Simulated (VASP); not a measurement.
Write the native input for VASP 6.6.1 that does the following.

```
Task                               : single point
Functional                         : HF
Potentials or basis                : VASP PAW PBE potentials, release 64 (Te, Ti_sv)
Cutoff                             : 520 eV
k mesh                             : 4 × 4 × 2
Occupations                        : fermi-dirac, width 0.05 eV
Spin                               : no spin polarisation
Dipole correction                  : no
Grid for exact exchange (PRECFOCK) : Normal
Further INCAR settings             : ALGO = Normal; EDIFF = 1e-07; NBANDS = 19
```

Crystal: TiTe2.

```
Te Ti
1.0
     3.77700    0.00000    0.00000
    -1.88850    3.27098    0.00000
     0.00000    0.00000    6.49800
Te Ti
2 1
Direct
  0.33333 0.66667 0.73720
  0.66667 0.33333 0.26280
  0.00000 0.00000 0.00000
```

The input as run:

POSCAR

```
TiTe2
1.0
    3.7770000000      0.0000000000      0.0000000000
   -1.8885000000      3.2709779501      0.0000000000
    0.0000000000      0.0000000000      6.4980000000
Te Ti
2 1
Direct
    0.3333333333      0.6666666667      0.7372000000
    0.6666666667      0.3333333333      0.2628000000
    0.0000000000      0.0000000000      0.0000000000
```

INCAR.step1

```
SYSTEM = TiTe2
PREC = Accurate
ENCUT = 520
EDIFF = 1E-5
ISMEAR = -1
SIGMA = 0.05
LREAL = .False.
LASPH = .True.
NELM = 80
ALGO = Normal
ISIF = 2
LWAVE = .True.
LCHARG = .False.
NBANDS = 19
GGA = PE
```

INCAR.step2

```
SYSTEM = TiTe2
PREC = Accurate
ENCUT = 520
EDIFF = 1E-7
ISMEAR = -1
SIGMA = 0.05
LREAL = .False.
LASPH = .True.
NELM = 80
ALGO = Normal
ISIF = 2
LWAVE = .False.
LCHARG = .False.
GGA = PE
LHFCALC = .True.
AEXX = 1.0
ALDAC = 0.0
AGGAC = 0.0
PRECFOCK = Normal
NBANDS = 19
ISTART = 1
```

KPOINTS

```
regular mesh
0
Gamma
  4 4 2
  0 0 0
```

Potentials or basis: VASP PAW PBE potentials, release 64 (Te, Ti_sv).

Command:

```bash
$ cat potpaw_PBE.64/Te/POTCAR potpaw_PBE.64/Ti_sv/POTCAR > POTCAR
$ cp INCAR.step1 INCAR
$ mpirun -np 1 vasp_std > vasp.out
$ cp INCAR.step2 INCAR
$ mpirun -np 1 vasp_std > vasp.out
```

It gave:

```yaml
Pressure: 5.5 GPa
Largest_force: 1.023 eV/Å
Band_gap_on_the_k_mesh: 4.86 eV, indirect (least direct gap 5.67 eV)
```

Caveat: the k points lie up to 0.48 Å⁻¹ apart; the PAW data sets were made with another functional, which shifts forces and pressure a little; spin-orbit coupling is left out, which moves the levels of the heavy elements.

Wall time 69 min on 1 thread of Intel(R) Xeon(R) Platinum 8259CL CPU @ 2.50GHz (Skylake/Cascade Lake), with other jobs on the host, peak memory 0.21 GiB.
